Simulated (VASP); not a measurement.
TiSi2:

```
Ti Si
1.0
     0.00000    4.11752    4.26290
     2.38951    0.00000    4.26290
     2.38951    4.11752    0.00000
Ti Si
2 4
Cartesian
  3.5843 6.1763 6.3943
  2.3895 4.1175 4.2629
  1.1948 3.3975 2.1314
  1.1948 0.7200 2.1314
  2.3895 1.3387 4.2629
  2.3895 6.8963 4.2629
```

Base run:

```yaml
Program: VASP 6.6.1
Functional: PBE
Potentials_or_basis: VASP PAW PBE potentials, release 64 (Ti_sv, Si)
Cutoff: 520 eV
k_mesh: 7 × 7 × 7
Occupations: fermi-dirac, width 0.05 eV
Spin: no spin polarisation
Hubbard_terms: Ti d U = 6.0 eV
```

Its results: band gap on the k mesh zero (bands 20 and 21 overlap by 1.94 eV); pressure 9.5 GPa; largest force 0.182 eV/Å.

The run is repeated on the same cell with these changes: hubbard terms from Ti d U = 6.0 eV to Ti d U = 5.0 eV. What comes out?

Band gap on the k mesh zero (bands 20 and 21 overlap by 1.97 eV); pressure 8.2 GPa; largest force 0.148 eV/Å.

Caveats: the cell stands under pressure; U without spin polarisation on a metal has little footing; the U is typed as a test and isn't derived for this compound.
